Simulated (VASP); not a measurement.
# N (Cmcm) in VASP: single point with LDA

Aim: the single point of N with LDA.

All numbers are computed with VASP 6.6.1; they aren't measurements. Logs are shortened: lines on timing, memory, paths and dates and some standing lists are left out, and cuts for length are marked.

## (1) The cell of the first run

Symmetry: Cmcm, No. 63, orthorhombic system. The conventional cell has a = 3.847 Å, b = 6.286 Å, c = 5.890 Å, α = 90.00°, β = 90.00°, γ = 90.00°. N (site symmetry m2m) has 12 N at 3.61 to 3.85 Å within 4.7 Å.

## (2) Single point, LDA, collinear spin, ferromagnetic start (strain +0.0600 x Voigt [1, 0, 0, 0, 0, 0])

The input, INCAR:

```
PREC = Accurate ; ENCUT = 520
EDIFF = 1E-6 ; ISMEAR = 0
SIGMA = 0.05 ; LREAL = F
LASPH = T ; NELM = 150
ALGO = Normal ; ISIF = 2
LWAVE = F ; LCHARG = T
ISPIN = 2 ; MAGMOM = 3.18 3.18
LORBIT = 11 ; GGA = CA
LELF = T ; LVHAR = T
NBANDS = 16
```

The input, KPOINTS:

```
Automatic mesh
0
Gamma
  12 12 6
```

The input, POSCAR:

```
N
1.0
    3.8467417486      0.0000000000      0.0000000000
   -1.9233708743      3.1428076190      0.0000000000
    0.0000000000      0.0000000000      5.8900000000
N
2
Direct
    0.3333333333      0.6666666667      0.2500000000
    0.6666666667      0.3333333333      0.7500000000
```

Potentials or basis: VASP PAW LDA potentials, release 64 (N).

On the command line:

```sh
$ cat potpaw_LDA.64/N/POTCAR > POTCAR
$ mpirun -np 1 vasp_std > vasp.out
```

OUTCAR:

```text
PREC = Accurate
   ENCUT = 520
   EDIFF = 1E-6
   ISMEAR = 0
   LREAL = F
   LASPH = T
   NELM = 150
   ISIF = 2
   ISPIN = 2
   LORBIT = 11
   GGA = CA

 ion  position               nearest neighbor table
   1  0.333  0.667  0.250-
   2  0.667  0.333  0.750-

  Warning from LATTYP: Monoclinic adjustment (A1->A3, A2->A1, A3->A2)!
  LATTYP: Found a base centered orthorhombic cell.
 ALAT       =     3.8467417486
 B/A-ratio  =     1.6340101958
 C/A-ratio  =     1.5311659542

  Lattice vectors:

 A1 = (   1.9233708743,  -3.1428076190,   0.0000000000)
 A2 = (   1.9233708743,   3.1428076190,   0.0000000000)
 A3 = (   0.0000000000,   0.0000000000,   5.8900000000)

Analysis of symmetry for initial positions (statically):
=====================================================================
 Subroutine PRICEL returns:
 Original cell was already a primitive cell.

 Routine SETGRP: Setting up the symmetry group for a
 base centered orthorhombic supercell.

 Subroutine GETGRP returns: Found  8 space group operations
 (whereof  4 operations were pure point group operations)
 out of a pool of  8 trial point group operations.

The static configuration has the point symmetry C_2h.
 The point group associated with its full space group is D_2h.

Analysis of symmetry for dynamics (positions and initial velocities):
=====================================================================
 Subroutine PRICEL returns:
 Original cell was already a primitive cell.

 Routine SETGRP: Setting up the symmetry group for a
 base centered orthorhombic supercell.

 Subroutine GETGRP returns: Found  8 space group operations
 (whereof  4 operations were pure point group operations)
 out of a pool of  8 trial point group operations.

The dynamic configuration has the point symmetry C_2h.
 The point group associated with its full space group is D_2h.

Analysis of structural, dynamic, and magnetic symmetry:
=====================================================================
 Subroutine PRICEL returns:
 Original cell was already a primitive cell.

 Routine SETGRP: Setting up the symmetry group for a
 base centered orthorhombic supercell.

 Subroutine GETGRP returns: Found  8 space group operations
 (whereof  4 operations were pure point group operations)
 out of a pool of  8 trial point group operations.

The overall configuration has the point symmetry C_2h.
 The point group associated with its full space group is D_2h.

 Subroutine INISYM returns: Found  8 space group operations
 (whereof  4 operations are pure point group operations),
 and found     1 'primitive' translations

----------------------------------------------------------------------------------------

                                     Primitive cell

  volume of cell :      71.2076

  direct lattice vectors                    reciprocal lattice vectors
     3.846741749  0.000000000  0.000000000     0.259960264  0.159093416  0.000000000
    -1.923370874  3.142807619  0.000000000     0.000000000  0.318186832  0.000000000
     0.000000000  0.000000000  5.890000000     0.000000000  0.000000000  0.169779287

  length of vectors
     3.846741749  3.684643165  5.890000000     0.304778696  0.318186832  0.169779287

  position of ions in fractional coordinates (direct lattice)
     0.333333333  0.666666667  0.250000000
     0.666666667  0.333333333  0.750000000

  ion indices of the primitive-cell ions
   primitive index   ion index
                 1           1
                 2           2

----------------------------------------------------------------------------------------

 KPOINTS: Automatic mesh

Automatic generation of k-mesh.
 Grid dimensions read from file:
 generate k-points for:   12   12    6

 Generating k-lattice:

  Cartesian coordinates                     Fractional coordinates (reciprocal lattice)
     0.021663355  0.013257785  0.000000000     0.083333333 -0.000000000  0.000000000
     0.000000000  0.026515569  0.000000000     0.000000000  0.083333333  0.000000000
     0.000000000  0.000000000  0.028296548     0.000000000  0.000000000  0.166666667

  Length of vectors
     0.025398225  0.026515569  0.028296548

  Shift w.r.t. Gamma in fractional coordinates (k-lattice)
     0.000000000  0.000000000  0.000000000

 Subroutine IBZKPT returns following result:
 ===========================================

 Found    172 irreducible k-points:

 Following reciprocal coordinates:
            Coordinates               Weight
  0.000000  0.000000  0.000000      1.000000
  0.083333  0.000000  0.000000      4.000000
  0.166667 -0.000000  0.000000      4.000000
  0.250000 -0.000000  0.000000      4.000000
  0.333333  0.000000  0.000000      4.000000
  0.416667  0.000000  0.000000      4.000000
[... 16 lines left out ...]
  0.333333  0.166667  0.000000      4.000000
  0.416667  0.166667  0.000000      4.000000
 [... further k-points ...]
   k-points           NKPTS =    172   k-points in BZ     NKDIM =    172   number of bands    NBANDS=     16
   number of dos      NEDOS =    301   number of ions     NIONS =      2
   total plane-waves  NPLWV =  40320
   dimension x,y,z NGX =    30 NGY =   28 NGZ =   48
   dimension x,y,z NGXF=    60 NGYF=   56 NGZF=   96
   ions per type =               2
   NGX,Y,Z   is equivalent  to a cutoff of  12.97, 12.63, 13.55 a.u.
   NGXF,Y,Z  is equivalent  to a cutoff of  25.93, 25.27, 27.10 a.u.
 SYSTEM =  unknown system
   PREC   = accura    normal or accurate (medium, high low for compatibility)
   ISTART =      0    job   : 0-new  1-cont  2-samecut
   ICHARG =      2    charge: 1-file 2-atom 10-const
   ISPIN  =      2    spin polarized calculation?
   LNONCOLLINEAR =      F non collinear calculations
   LSORBIT =      F    spin-orbit coupling
   LASPH  =      T    aspherical Exc in radial PAW
   ENCUT  =  520.0 eV  38.22 Ry    6.18 a.u.   7.15  6.85 10.95*2*pi/ulx,y,z
   NELM   =    150;   NELMIN=  2; NELMDL= -5     # of ELM steps
   EDIFF  = 0.1E-05   stopping-criterion for ELM
   LREAL  =      F    real-space projection
   EDIFFG = 0.1E-04   stopping-criterion for IOM
   NSW    =      0    number of steps for IOM
   IBRION =     -1    ionic relax: 0-MD 1-quasi-New 2-CG
   NFREE  =      0    steps in history (QN), initial steepest desc. (CG)
   ISIF   =      2    stress and relaxation
   ISYM   =      2    0-nonsym 1-usesym 2-fastsym
   POTIM  = 0.5000    time-step for ionic-motion
   TEBEG  =    0.0;   TEEND  =   0.0 temperature during run
   PSTRESS=    0.0 pullay stress
   NELECT =      10.0000    total number of electrons
   NUPDOWN=      -1.0000    fix difference up-down
   EMIN   =  10.00;   EMAX   =-10.00  energy-range for DOS
   EFERMI =   0.00;   METHOD = LEGACY
   ISMEAR =     0;   SIGMA  =   0.05  broadening in eV -4-tet -1-fermi 0-gaus
   EFERMI_NEDOS =   21; number of points for ismear=-14 and -15
   IALGO  =     38    algorithm
   IMIX   =      4    mixing-type and parameters
     AMIX     =   0.40;   BMIX     =  1.00
     AMIX_MAG =   1.60;   BMIX_MAG =  1.00
  volume/ion in A,a.u.               =      35.60       240.27
  Fermi-wavevector in a.u.,A,eV,Ry     =   0.850941  1.608045  9.851987  0.724101
  Thomas-Fermi vector in A             =   1.966997
   LORBIT       =     11    0 simple, 1 ext, 2 COOP (PROOUT), +10 PAW based schemes
   GGA     = CA    functional components
   LHFCALC =     F    Hartree Fock is set to
   AEXX    =    0.0000 exact exchange contribution
   IVDW    =     0    specifies the selected vdW correction
   LEPSILON=     F    determine dielectric tensor
   LRPA    =     F    only Hartree local field effects (RPA)
 spin polarized calculation
 Gauss-broadening in eV      SIGMA  =   0.05
  energy-cutoff  :      520.00
  volume of cell :       71.21
 maximum number of plane-waves:      1946
 NGX is ok and might be reduce to    30
   NGX = 15   NGY = 13   NGZ = 21

 number of electron      10.0000000 magnetization       5.9998486

 Free energy of the ion-electron system (eV)
  ---------------------------------------------------
  ext. energy  EPLUGINS =         0.00000000
  ---------------------------------------------------
  free energy    TOTEN  =        -5.89221663 eV

  energy without entropy =       -5.89221663  energy(sigma->0) =       -5.89221663

 E-fermi :  -5.3233     XC(G=0):  -5.9258

 val. band max:       -5.5556329294   @ k =   0.0000   0.0000   0.0000
 cond. band min:      -3.3143674604   @ k =   0.0000   0.0000   0.0000
 fundamental gap:      2.2412654690
 Fermi energy:        -5.3233123351

 spin component 1

 k-point     1 :       0.0000    0.0000    0.0000
  band No.  band energies     occupation
      1     -17.5433      1.00000
      2     -17.2385      1.00000
      3      -6.7637      1.00000
      4      -5.7694      1.00000
      5      -5.7121      1.00000
      6      -5.6343      1.00000
[... 8 lines left out ...]
     15      11.9814      0.00000
     16      12.9345      0.00000
[... 419 lines left out ...]
 k-point    24 :       0.4167    0.1667    0.0000
  band No.  band energies     occupation
      1     -17.2639      1.00000
      2     -17.1846      1.00000
      3      -6.5630      1.00000
      4      -6.3146      1.00000
      5      -6.1591      1.00000
      6      -6.0685      1.00000
[... 8 lines left out ...]
     15       9.7822      0.00000
     16      11.4323      0.00000

 [... further k-points ...]

 spin component 2

 k-point     1 :       0.0000    0.0000    0.0000
  band No.  band energies     occupation
      1     -13.5165      1.00000
      2     -13.0458      1.00000
      3      -3.3144      0.00000
      4      -1.6305      0.00000
      5      -1.5431      0.00000
      6      -1.4242      0.00000
[... 8 lines left out ...]
     15      13.3118      0.00000
     16      14.2502      0.00000
[... 419 lines left out ...]
 k-point    24 :       0.4167    0.1667    0.0000
  band No.  band energies     occupation
      1     -13.0802      1.00000
      2     -12.9602      1.00000
      3      -3.0347      0.00000
      4      -2.5839      0.00000
      5      -2.2978      0.00000
      6      -2.1632      0.00000
[... 8 lines left out ...]
     15      11.0581      0.00000
     16      12.9697      0.00000

 [... further k-points ...]

------------------------ aborting loop because EDIFF is reached ----------------------------------------

  FORCE on cell =-STRESS in cart. coord.  units (eV):
  Direction    XX          YY          ZZ          XY          YZ          ZX
  --------------------------------------------------------------------------------------
  -------------------------------------------------------------------------------------
  Total       -0.1892232     -0.1796897     -0.1757632      0.0000000     -0.0000000      0.0000000
  in kB       -4.2575407     -4.0430365     -3.9546891      0.0000000     -0.0000000      0.0000000
  external PRESSURE =      -4.0850888 kB  Pullay stress =       0.0000000 kB

 VOLUME and BASIS-vectors are now :
 -----------------------------------------------------------------------------
  energy-cutoff  :      520.00
  volume of cell :       71.21
      direct lattice vectors                 reciprocal lattice vectors
     3.846741749  0.000000000  0.000000000     0.259960264  0.159093416  0.000000000
    -1.923370874  3.142807619  0.000000000     0.000000000  0.318186832  0.000000000
     0.000000000  0.000000000  5.890000000     0.000000000  0.000000000  0.169779287

 POSITION                                       TOTAL-FORCE (eV/Angst)
 -----------------------------------------------------------------------------------
     -0.00000      2.09521      1.47250        -0.000000     -0.000995      0.000000
      1.92337      1.04760      4.41750         0.000000      0.000995     -0.000000
 -----------------------------------------------------------------------------------
    total drift:                               -0.000000      0.000000     -0.000000

  FREE ENERGIE OF THE ION-ELECTRON SYSTEM (eV)
  ---------------------------------------------------
  free  energy   TOTEN  =        -5.8922166255 eV

  energy  without entropy=       -5.8922166255  energy(sigma->0) =       -5.89221663

 total charge

# of ion       s       p       d       tot
------------------------------------------
    1        1.352   1.887   0.000   3.240
    2        1.352   1.887   0.000   3.240
--------------------------------------------------
tot          2.705   3.775   0.000   6.480

 magnetization (x)

# of ion       s       p       d       tot
------------------------------------------
    1        0.037   1.887   0.000   1.924
    2        0.037   1.887   0.000   1.924
--------------------------------------------------
tot          0.074   3.775   0.000   3.848
```

Run time: 7.7 min. Hardware: 1 thread of Intel Xeon 8259CL, shared host; peak memory 0.35 GiB.

What came out:

- Free energy: -5.8922 eV
- Pressure: -0.4 GPa
- Band gap on the k mesh: 2.24 eV
- Net moment: 6.00 μB per cell
- Site moments: N +1.92 μB
- Valence electrons inside the program's atomic spheres: N 3.24

Caveat: the cell differs from its parent crystal (strain +0.0600 x Voigt [1, 0, 0, 0, 0, 0]); the atoms stand far beyond bonding distance.
